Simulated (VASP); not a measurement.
# BN (Cmcm) in VASP: a series of runs

BN is run at these levels: LDA; tasks: relaxation of the atoms.

Program: VASP 6.6.1. These are calculated values, not measurements. Logs are shortened: lines on timing, memory, paths and dates and some standing lists are left out, and cuts for length are marked.

## Step 1: The cell of the first run

It takes space group Cmcm (No. 63, orthorhombic). The conventional cell has a = 2.762 Å, b = 4.310 Å, c = 5.781 Å, α = 90.00°, β = 90.00°, γ = 90.00°. B (site symmetry m2m) has 3 N at 1.44 to 1.56 Å within 1.9 Å. Within 1.9 Å of N (site symmetry m2m) lie 3 B at 1.44 to 1.56 Å.

## Step 2: Relaxation of the atoms, LDA (normal strain along x +0.1100, normal strain along z -0.1100)

INCAR reads:

```
ALGO = Normal
EDIFF = 1E-6
EDIFFG = -0.01
ENCUT = 520
IBRION = 2
ISIF = 2
ISMEAR = 0
LASPH = T
LCHARG = F
LREAL = F
LWAVE = F
NELM = 100
NSW = 50
PREC = Accurate
SIGMA = 0.05
```

KPOINTS reads:

```
k-points
0
Gamma
  12 12 4
```

POSCAR reads:

```
BN
1.0
    2.7620704039      0.0000000000      0.0000000000
   -1.3810352019      2.1549757989      0.0000000000
    0.0000000000      0.0000000000      5.7807916289
B N
2 2
Direct
    0.3333333333      0.6666666667      0.2500000000
    0.6666666667      0.3333333333      0.7500000000
    0.3333333333      0.6666666667      0.7500000000
    0.6666666667      0.3333333333      0.2500000000
```

Potentials or basis: VASP PAW LDA potentials, release 64 (B, N).

Run with:

```bash
> cat potpaw_LDA.64/B/POTCAR potpaw_LDA.64/N/POTCAR > POTCAR
> mpirun -np 1 vasp_std > vasp.out
```

OUTCAR:

```text
EDIFF = 1E-6
   EDIFFG = -0.01
   ENCUT = 520
   IBRION = 2
   ISIF = 2
   ISMEAR = 0
   LASPH = T
   LREAL = F
   NELM = 100
   NSW = 50
   PREC = Accurate

 ion  position               nearest neighbor table
   1  0.333  0.667  0.250-   4 1.44   4 1.56   4 1.56
   2  0.667  0.333  0.750-   3 1.44   3 1.56   3 1.56
   3  0.333  0.667  0.750-   2 1.44   2 1.56   2 1.56
   4  0.667  0.333  0.250-   1 1.44   1 1.56   1 1.56

  Warning from LATTYP: Monoclinic adjustment (A1->A3, A2->A1, A3->A2)!
  LATTYP: Found a base centered orthorhombic cell.
 ALAT       =     2.7620704039
 B/A-ratio  =     1.5604061329
 C/A-ratio  =     2.0929197245

  Lattice vectors:

 A1 = (   1.3810352019,  -2.1549757989,   0.0000000000)
 A2 = (   1.3810352020,   2.1549757989,   0.0000000000)
 A3 = (   0.0000000000,   0.0000000000,   5.7807916289)

Analysis of symmetry for initial positions (statically):
=====================================================================
 Subroutine PRICEL returns:
 Original cell was already a primitive cell.

 Routine SETGRP: Setting up the symmetry group for a
 base centered orthorhombic supercell.

 Subroutine GETGRP returns: Found  8 space group operations
 (whereof  4 operations were pure point group operations)
 out of a pool of  8 trial point group operations.

The static configuration has the point symmetry C_2h.
 The point group associated with its full space group is D_2h.

Analysis of symmetry for dynamics (positions and initial velocities):
=====================================================================
 Subroutine PRICEL returns:
 Original cell was already a primitive cell.

 Routine SETGRP: Setting up the symmetry group for a
 base centered orthorhombic supercell.

 Subroutine GETGRP returns: Found  8 space group operations
 (whereof  4 operations were pure point group operations)
 out of a pool of  8 trial point group operations.

The dynamic configuration has the point symmetry C_2h.
 The point group associated with its full space group is D_2h.

 Subroutine INISYM returns: Found  8 space group operations
 (whereof  4 operations are pure point group operations),
 and found     1 'primitive' translations

----------------------------------------------------------------------------------------

                                     Primitive cell

  volume of cell :      34.4084

  direct lattice vectors                    reciprocal lattice vectors
     2.762070404  0.000000000  0.000000000     0.362047252  0.232021167  0.000000000
    -1.381035202  2.154975799  0.000000000     0.000000000  0.464042334  0.000000000
     0.000000000  0.000000000  5.780791629     0.000000000  0.000000000  0.172986688

  length of vectors
     2.762070404  2.559527090  5.780791629     0.430013994  0.464042334  0.172986688

  position of ions in fractional coordinates (direct lattice)
     0.333333333  0.666666667  0.250000000
     0.666666667  0.333333333  0.750000000
     0.333333333  0.666666667  0.750000000
     0.666666667  0.333333333  0.250000000

  ion indices of the primitive-cell ions
   primitive index   ion index
                 1           1
                 2           2
                 3           3
                 4           4

----------------------------------------------------------------------------------------

 KPOINTS: k-points

Automatic generation of k-mesh.
 Grid dimensions read from file:
 generate k-points for:   12   12    4

 Generating k-lattice:

  Cartesian coordinates                     Fractional coordinates (reciprocal lattice)
     0.030170604  0.019335097  0.000000000     0.083333333  0.000000000  0.000000000
     0.000000000  0.038670195  0.000000000     0.000000000  0.083333333  0.000000000
     0.000000000  0.000000000  0.043246672     0.000000000  0.000000000  0.250000000

  Length of vectors
     0.035834499  0.038670195  0.043246672

  Shift w.r.t. Gamma in fractional coordinates (k-lattice)
     0.000000000  0.000000000  0.000000000

 Subroutine IBZKPT returns following result:
 ===========================================

 Found    129 irreducible k-points:

 Following reciprocal coordinates:
            Coordinates               Weight
  0.000000  0.000000  0.000000      1.000000
  0.083333  0.000000  0.000000      4.000000
  0.166667 -0.000000  0.000000      4.000000
  0.250000 -0.000000  0.000000      4.000000
  0.333333  0.000000  0.000000      4.000000
  0.416667  0.000000  0.000000      4.000000
[... 16 lines left out ...]
  0.333333  0.166667  0.000000      4.000000
  0.416667  0.166667  0.000000      4.000000
 [... further k-points ...]
   k-points           NKPTS =    129   k-points in BZ     NKDIM =    129   number of bands    NBANDS=     12
   number of dos      NEDOS =    301   number of ions     NIONS =      4
   total plane-waves  NPLWV =  23040
   dimension x,y,z NGX =    24 NGY =   20 NGZ =   48
   dimension x,y,z NGXF=    48 NGYF=   40 NGZF=   96
   ions per type =               2   2
   NGX,Y,Z   is equivalent  to a cutoff of  14.45, 12.99, 13.80 a.u.
   NGXF,Y,Z  is equivalent  to a cutoff of  28.89, 25.98, 27.61 a.u.
 SYSTEM =  unknown system
   PREC   = accura    normal or accurate (medium, high low for compatibility)
   ISTART =      0    job   : 0-new  1-cont  2-samecut
   ICHARG =      2    charge: 1-file 2-atom 10-const
   ISPIN  =      1    spin polarized calculation?
   LNONCOLLINEAR =      F non collinear calculations
   LSORBIT =      F    spin-orbit coupling
   LASPH  =      T    aspherical Exc in radial PAW
   ENCUT  =  520.0 eV  38.22 Ry    6.18 a.u.   5.14  4.76 10.75*2*pi/ulx,y,z
   NELM   =    100;   NELMIN=  2; NELMDL= -5     # of ELM steps
   EDIFF  = 0.1E-05   stopping-criterion for ELM
   LREAL  =      F    real-space projection
   EDIFFG = -.1E-01   stopping-criterion for IOM
   NSW    =     50    number of steps for IOM
   IBRION =      2    ionic relax: 0-MD 1-quasi-New 2-CG
   NFREE  =      1    steps in history (QN), initial steepest desc. (CG)
   ISIF   =      2    stress and relaxation
   ISYM   =      2    0-nonsym 1-usesym 2-fastsym
   POTIM  = 0.5000    time-step for ionic-motion
   TEBEG  =    0.0;   TEEND  =   0.0 temperature during run
   PSTRESS=    0.0 pullay stress
   NELECT =      16.0000    total number of electrons
   NUPDOWN=      -1.0000    fix difference up-down
   EMIN   =  10.00;   EMAX   =-10.00  energy-range for DOS
   EFERMI =   0.00;   METHOD = LEGACY
   ISMEAR =     0;   SIGMA  =   0.05  broadening in eV -4-tet -1-fermi 0-gaus
   EFERMI_NEDOS =   21; number of points for ismear=-14 and -15
   IALGO  =     38    algorithm
   IMIX   =      4    mixing-type and parameters
     AMIX     =   0.40;   BMIX     =  1.00
     AMIX_MAG =   1.60;   BMIX_MAG =  1.00
  volume/ion in A,a.u.               =       8.60        58.05
  Fermi-wavevector in a.u.,A,eV,Ry     =   1.268314  2.396765 21.886598  1.608620
  Thomas-Fermi vector in A             =   2.401415
   LORBIT       =      0    0 simple, 1 ext, 2 COOP (PROOUT), +10 PAW based schemes
   GGA     = CA    functional components
   LHFCALC =     F    Hartree Fock is set to
   AEXX    =    0.0000 exact exchange contribution
   IVDW    =     0    specifies the selected vdW correction
   LEPSILON=     F    determine dielectric tensor
   LRPA    =     F    only Hartree local field effects (RPA)
 conjugate gradient relaxation of ions
 non-spin polarized calculation
 Gauss-broadening in eV      SIGMA  =   0.05
  energy-cutoff  :      520.00
  volume of cell :       34.41
 maximum number of plane-waves:       946
 NGX is ok and might be reduce to    24
   NGX = 11   NGY =  9   NGZ = 21

--------------------------------------- Ionic step        1  -------------------------------------------

 number of electron      16.0000000 magnetization

 Free energy of the ion-electron system (eV)
  ---------------------------------------------------
  ext. energy  EPLUGINS =         0.00000000
  ---------------------------------------------------
  free energy    TOTEN  =       -37.55975087 eV

  energy without entropy =      -37.55975087  energy(sigma->0) =      -37.55975087

------------------------ aborting loop because EDIFF is reached ----------------------------------------

  FORCE on cell =-STRESS in cart. coord.  units (eV):
  Direction    XX          YY          ZZ          XY          YZ          ZX
  --------------------------------------------------------------------------------------
  -------------------------------------------------------------------------------------
  Total      -17.5306998     -2.8874443      0.9268958     -0.0000000      0.0000000      0.0000000
  in kB     -816.2916947   -134.4496698     43.1595647     -0.0000000      0.0000000      0.0000000
  external PRESSURE =    -302.5272666 kB  Pullay stress =       0.0000000 kB
[... 95 lines left out ...]
  FREE ENERGIE OF THE ION-ELECTRON SYSTEM (eV)
  ---------------------------------------------------
  free  energy   TOTEN  =       -37.5712494929 eV

  energy  without entropy=      -37.5712494929  energy(sigma->0) =      -37.57124949

[... ionic steps 4 to 8 ...]

--------------------------------------- Ionic step        9  -------------------------------------------

 number of electron      16.0000000 magnetization

------------------------ aborting loop because EDIFF is reached ----------------------------------------

  FORCE on cell =-STRESS in cart. coord.  units (eV):
  Direction    XX          YY          ZZ          XY          YZ          ZX
  --------------------------------------------------------------------------------------
  -------------------------------------------------------------------------------------
  Total      -17.3932479     -3.6525278      0.8506765     -0.0000000      0.0000000      0.0000000
  in kB     -809.8914453   -170.0746750     39.6105226     -0.0000000      0.0000000      0.0000000
  external PRESSURE =    -313.4518659 kB  Pullay stress =       0.0000000 kB
[... 61 lines left out ...]
  energy  without entropy=      -37.5629043561  energy(sigma->0) =      -37.56290436

--------------------------------------- Ionic step       11  -------------------------------------------

 number of electron      16.0000000 magnetization

 Free energy of the ion-electron system (eV)
  ---------------------------------------------------
  ext. energy  EPLUGINS =         0.00000000
  ---------------------------------------------------
  free energy    TOTEN  =       -37.57828127 eV

  energy without entropy =      -37.57828127  energy(sigma->0) =      -37.57828127

 E-fermi :   3.5140     XC(G=0): -11.0526

 val. band max:        3.2290079999   @ k =   0.0833   0.4167   0.0000
 cond. band min:       6.5067491075   @ k =   0.5000  -0.0000   0.2500
 fundamental gap:      3.2777411076
 Fermi energy:         3.5139995276

 k-point     1 :       0.0000    0.0000    0.0000
  band No.  band energies     occupation
      1     -14.3231      2.00000
      2     -13.4823      2.00000
      3      -3.6783      2.00000
      4       0.4588      2.00000
      5       1.0143      2.00000
      6       1.2117      2.00000
      7       1.5069      2.00000
      8       1.6611      2.00000
      9       8.5297      0.00000
     10      11.5109      0.00000
     11      12.1907      0.00000
     12      12.6833      0.00000
[... 331 lines left out ...]
 k-point    24 :       0.4167    0.1667    0.0000
  band No.  band energies     occupation
      1     -11.2329      2.00000
      2     -11.0228      2.00000
      3      -5.4096      2.00000
      4      -5.1740      2.00000
      5      -2.1354      2.00000
      6      -1.8434      2.00000
      7       0.9701      2.00000
      8       2.6266      2.00000
      9       7.0068      0.00000
     10       8.5007      0.00000
     11      13.3604      0.00000
     12      14.1479      0.00000

 [... further k-points ...]

------------------------ aborting loop because EDIFF is reached ----------------------------------------

  FORCE on cell =-STRESS in cart. coord.  units (eV):
  Direction    XX          YY          ZZ          XY          YZ          ZX
  --------------------------------------------------------------------------------------
  -------------------------------------------------------------------------------------
  Total      -17.3889360     -3.6096216      0.8534650     -0.0000000     -0.0000000      0.0000000
  in kB     -809.6906676   -168.0768110     39.7403647     -0.0000000     -0.0000000      0.0000000
  external PRESSURE =    -312.6757046 kB  Pullay stress =       0.0000000 kB
[... 19 lines left out ...]
  FREE ENERGIE OF THE ION-ELECTRON SYSTEM (eV)
  ---------------------------------------------------
  free  energy   TOTEN  =       -37.5782812675 eV

  energy  without entropy=      -37.5782812675  energy(sigma->0) =      -37.57828127

 reached required accuracy - stopping structural energy minimisation
```

It took 5.1 min on 1 thread of Oxide Virtual Turin-like, shared host; peak memory 0.14 GiB.

Results:

```
Free energy                  : -37.5783 eV
Energy gained by relaxing    : 4.6 meV/atom
Ionic steps                  : 11
Pressure after relaxing      : -31.3 GPa
Largest force after relaxing : 0.010 eV/Å
Band gap on the k mesh       : 3.28 eV (least direct gap 3.47 eV)
```

Forces in eV/Å, atoms in the order of the input:
```
B    0.000  0.003  0.000
B    0.000 -0.003  0.000
N    0.000 -0.010  0.000
N    0.000  0.010  0.000
```

Step by step:
| step | energy change (eV) | largest force (eV/Å) | pressure (GPa) |
| --- | --- | --- | --- |
| 1 | 0.0000 | 0.6726 | -30.25 |
| 2 | 0.0438 | 1.3088 | -32.79 |
| 3 | -0.0115 | 0.0421 | -31.28 |
| 4 | -0.0115 | 0.0545 | -31.30 |
| 5 | -0.0118 | 0.0552 | -31.30 |
| 6 | -0.0125 | 0.0550 | -31.30 |
| 7 | -0.0139 | 0.0547 | -31.31 |
| 8 | -0.0161 | 0.0528 | -31.33 |
| 9 | -0.0185 | 0.0485 | -31.35 |
| 10 | -0.0032 | 0.7420 | -30.06 |
| 11 | -0.0185 | 0.0097 | -31.27 |

Final structure:
```
B N
1.0
     2.76207    0.00000    0.00000
    -1.38104    2.15498    0.00000
     0.00000    0.00000    5.78079
B N
2 2
Cartesian
  0.0000 1.5067 1.4452
  1.3810 0.6483 4.3356
  0.0000 1.3494 4.3356
  1.3810 0.8056 1.4452
```

Caveat: the cell differs from its parent crystal (normal strain along x +0.1100, normal strain along z -0.1100). A k mesh can miss the band edges.

## Step 3: Relaxation of the atoms, LDA (normal strain along x -0.1100, normal strain along z +0.1100)

INCAR reads:

```
PREC = Accurate ; ENCUT = 520
EDIFF = 1E-7 ; ISMEAR = 0
SIGMA = 0.05 ; LREAL = F
LASPH = T ; NELM = 80
ALGO = Normal ; ISIF = 2
LWAVE = F ; LCHARG = F
GGA = CA ; IBRION = 2
NSW = 50 ; EDIFFG = -0.01
```

KPOINTS reads:

```
regular mesh
0
Gamma
  12 12 4
```

POSCAR reads:

```
BN
1.0
    2.2146330265      0.0000000000      0.0000000000
   -1.1073165133      2.1549757989      0.0000000000
    0.0000000000      0.0000000000      7.2097513575
B N
2 2
Direct
    0.3333333333      0.6666666667      0.2500000000
    0.6666666667      0.3333333333      0.7500000000
    0.3333333333      0.6666666667      0.7500000000
    0.6666666667      0.3333333333      0.2500000000
```

Potentials or basis: VASP PAW LDA potentials, release 64 (B, N).

Run with:

```bash
> cat potpaw_LDA.64/B/POTCAR potpaw_LDA.64/N/POTCAR > POTCAR
> mpirun -np 1 vasp_std > vasp.out
```

OUTCAR:

```text
PREC = Accurate
   ENCUT = 520
   EDIFF = 1E-7
   ISMEAR = 0
   LREAL = F
   LASPH = T
   NELM = 80
   ISIF = 2
   GGA = CA
   IBRION = 2
   NSW = 50
   EDIFFG = -0.01

 ion  position               nearest neighbor table
   1  0.333  0.667  0.250-   4 1.32   4 1.32   4 1.44
   2  0.667  0.333  0.750-   3 1.32   3 1.32   3 1.44
   3  0.333  0.667  0.750-   2 1.32   2 1.32   2 1.44
   4  0.667  0.333  0.250-   1 1.32   1 1.32   1 1.44

  LATTYP: Found a base centered orthorhombic cell.
 ALAT       =     2.2146330265
 B/A-ratio  =     1.9461245029
 C/A-ratio  =     3.2555061138

  Lattice vectors:

 A1 = (   1.1073165133,  -2.1549757989,   0.0000000000)
 A2 = (   1.1073165132,   2.1549757989,   0.0000000000)
 A3 = (   0.0000000000,   0.0000000000,   7.2097513575)

[... 428 lines left out ...]
      1     -16.3626      2.00000
      2     -16.2105      2.00000
      3      -4.6766      2.00000
      4      -3.3187      2.00000
      5       0.1347      2.00000
      6       0.1519      2.00000
      7       2.5953      2.00000
      8       2.6046      2.00000
      9       6.5482      0.00000
     10      11.3703      0.00000
     11      13.6711      0.00000
     12      14.3185      0.00000
[... 331 lines left out ...]
 k-point    24 :       0.4167    0.1667    0.0000
  band No.  band energies     occupation
      1     -11.9343      2.00000
      2     -11.9127      2.00000
      3      -6.8243      2.00000
      4      -6.7980      2.00000
      5      -3.8961      2.00000
      6      -3.8751      2.00000
      7       1.7396      2.00000
      8       2.2138      2.00000
      9       7.5137      0.00000
     10       8.1042      0.00000
     11      14.3557      0.00000
     12      15.1064      0.00000

 [... further k-points ...]

------------------------ aborting loop because EDIFF is reached ----------------------------------------

  FORCE on cell =-STRESS in cart. coord.  units (eV):
  Direction    XX          YY          ZZ          XY          YZ          ZX
  --------------------------------------------------------------------------------------
  -------------------------------------------------------------------------------------
  Total       26.1523536      7.0290471     -0.3618336     -0.0000000      0.0000000      0.0000000
  in kB     1217.7465431    327.2974165    -16.8482603     -0.0000000      0.0000000      0.0000000
  external PRESSURE =     509.3985664 kB  Pullay stress =       0.0000000 kB
[... 19 lines left out ...]
  FREE ENERGIE OF THE ION-ELECTRON SYSTEM (eV)
  ---------------------------------------------------
  free  energy   TOTEN  =       -37.0664175399 eV

  energy  without entropy=      -37.0664175399  energy(sigma->0) =      -37.06641754

 reached required accuracy - stopping structural energy minimisation
```

Wall time 2.2 min (1 thread of Oxide Virtual Turin-like, shared host); peak memory 0.13 GiB.

What came out:

| Property | Result |
| --- | --- |
| Free energy | -37.0664 eV |
| Pressure after relaxing | 50.9 GPa |
| Band gap on the k mesh | 3.39 eV (least direct gap 3.94 eV) |

Forces in eV/Å, atoms in the order of the input:
```
B    0.000 -0.003  0.000
B    0.000  0.003  0.000
N    0.000  0.003  0.000
N    0.000 -0.003  0.000
```

Final structure:
```cif
data_structure
_symmetry_space_group_name_H-M 'P 1'
_symmetry_Int_Tables_number 1
_cell_length_a 2.2146
_cell_length_b 2.4228
_cell_length_c 7.2098
_cell_angle_alpha 90.000
_cell_angle_beta 90.000
_cell_angle_gamma 117.196
_cell_volume 34.41
loop_
_atom_site_label
_atom_site_type_symbol
_atom_site_fract_x
_atom_site_fract_y
_atom_site_fract_z
_atom_site_occupancy
B1 B 0.33889 0.67778 0.25000 1
B2 B 0.66111 0.32222 0.75000 1
N1 N 0.33891 0.67782 0.75000 1
N2 N 0.66109 0.32218 0.25000 1
```

Caveat: the cell differs from its parent crystal (normal strain along x -0.1100, normal strain along z +0.1100).
